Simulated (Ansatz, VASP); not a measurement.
## CaB6: VASP beside Ansatz

```
CELL_PARAMETERS angstrom
4.12734 0.00000 0.00000
0.00000 4.12734 0.00000
0.00000 0.00000 4.12734
ATOMIC_POSITIONS crystal
Ca 0.50000 0.50000 0.50000
B 0.00000 0.00000 0.29838
B 0.00000 0.00000 0.70162
B 0.29838 0.00000 0.00000
B 0.70162 0.00000 0.00000
B 0.00000 0.29838 0.00000
B 0.00000 0.70162 0.00000
```

Alike in both runs: functional PBEsol; k mesh 10 × 10 × 10; occupations gaussian, width 0.1 eV; no spin polarisation.

Ansatz relaxed the structure, and its values are those at the end. VASP's run is a single point on that final structure, the one shown.

```csv
,VASP,Ansatz
version,VASP 6.6.1,Ansatz 0.2.0
potentials or method,"VASP PAW PBE potentials, release 64 (Ca_sv, B), cutoff 520 eV","scalar-relativistic, plane waves, PAW"
valence electrons in the cell,28,28
```

```csv
,VASP,Ansatz,Ansatz less VASP
gap on the k mesh at the Fermi level (eV),0.04,0.04,-0.003
least direct gap on the mesh (eV),0.04,0.04,-0.003
pressure (GPa),0.3,0.0,-0.31
rms of the force components (eV/Å),0.017,0.000,-0.0164
```

VASP's potentials were made for PBE, not for PBEsol.
